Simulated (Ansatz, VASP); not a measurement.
## Two plane-wave programs on Si16B

```
Si B
1.0
     0.00000    5.43000    5.43000
     5.43000    0.00000    5.43000
     5.43000    5.43000    0.00000
Si B
16 1
Cartesian
  0.0014 0.0037 -0.0028
  1.3579 1.3564 1.3307
  2.7105 2.7125 -0.0034
  4.0680 4.0758 1.3575
  2.6893 0.0254 2.7399
  4.0983 1.3581 4.0712
  5.4295 2.7150 2.7163
  6.7867 4.0463 4.0707
  0.0357 2.6794 2.7507
  1.3564 4.0996 4.0743
  2.7088 5.4360 2.7203
  4.0455 6.7883 4.0738
  2.6843 2.6851 5.4002
  4.0831 4.0647 6.7869
  5.4616 5.4620 5.3985
  6.7852 6.7900 6.8148
  6.8208 6.7630 4.0730
```

Alike in both runs: functional PBE; k mesh 2 × 2 × 2; occupations gaussian, width 0.02 eV; collinear spin.

Ansatz relaxed the structure, and its values are those at the end. VASP's run is a single point on that final structure, the one shown.

|  | VASP | Ansatz |
| --- | --- | --- |
| version | VASP 6.6.1 | Ansatz 0.2.0 |
| potentials or method | VASP PAW PBE potentials, release 64 (Si, B), cutoff 520 eV | scalar-relativistic, plane waves, PAW |
| valence electrons in the cell | 67 | 67 |

```csv
,VASP,Ansatz,Ansatz less VASP
rms of the force components (eV/Å),0.012,0.012,-0.0001
net moment per atom (μB),0.00,0.00,0.000
```

Ansatz's warnings: filled band counts differ across k points, seeded moment not kept.

The k mesh is coarse, so the values compare programs but aren't converged.
